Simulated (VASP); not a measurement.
Set up this calculation in VASP 6.6.1, as the native input.

```yaml
Task: single point
Functional: r2SCAN
Potentials_or_basis: VASP PAW PBE potentials, release 64 (Sb)
Cutoff: 520 eV
k_mesh: 7 × 7 × 7
Occupations: gaussian, width 0.05 eV
Spin: no spin polarisation
Dipole_correction: no
Further_INCAR_settings: ALGO = Normal; EDIFF = 1e-06; NBANDS = 8
```

Crystal: Sb.

```
CELL_PARAMETERS angstrom
0.00000 2.37002 2.37002
2.37002 0.00000 2.37002
2.37002 2.37002 0.00000
ATOMIC_POSITIONS crystal
Sb 0.00000 0.00000 0.00000
```

These files were run (other wordings do the same):

POSCAR

```
Sb
1.0
    0.0000000000      2.3700181171      2.3700181171
    2.3700181171      0.0000000000      2.3700181171
    2.3700181171      2.3700181171      0.0000000000
Sb
1
Direct
    0.0000000000      0.0000000000      0.0000000000
```

INCAR.step1

```
  PREC = Accurate
  ENCUT = 520
  ISMEAR = 0
  SIGMA = 0.05
  LREAL = F
  LASPH = T
  NELM = 60
  NBANDS = 8
  GGA = PE
  ALGO = Normal
  EDIFF = 1E-4
  LWAVE = T
  LCHARG = F
```

INCAR.step2

```
  PREC = Accurate
  ENCUT = 520
  EDIFF = 1E-6
  ISMEAR = 0
  SIGMA = 0.05
  LREAL = F
  LASPH = T
  NELM = 60
  ALGO = Normal
  ISIF = 2
  LWAVE = F
  LCHARG = T
  METAGGA = R2SCAN
  LMIXTAU = T
  LELF = T
  LVHAR = T
  NBANDS = 8
  ISTART = 1
```

KPOINTS

```
Automatic mesh
0
Gamma
  7 7 7
```

Potentials or basis: VASP PAW PBE potentials, release 64 (Sb).

Run with:

```sh
$ cat potpaw_PBE.64/Sb/POTCAR > POTCAR
$ cp INCAR.step1 INCAR
$ mpirun -np 1 vasp_std > vasp.out
$ cp INCAR.step2 INCAR
$ mpirun -np 1 vasp_std > vasp.out
```

Results of the run:

| Quantity | Value |
| --- | --- |
| Pressure | -0.1 GPa |

Caveat: the PAW data sets were made with another functional, which shifts forces and pressure a little.

Run time: 43 s on 1 thread of AMD EPYC 7R13, on a shared host, peak memory 0.13 GiB.
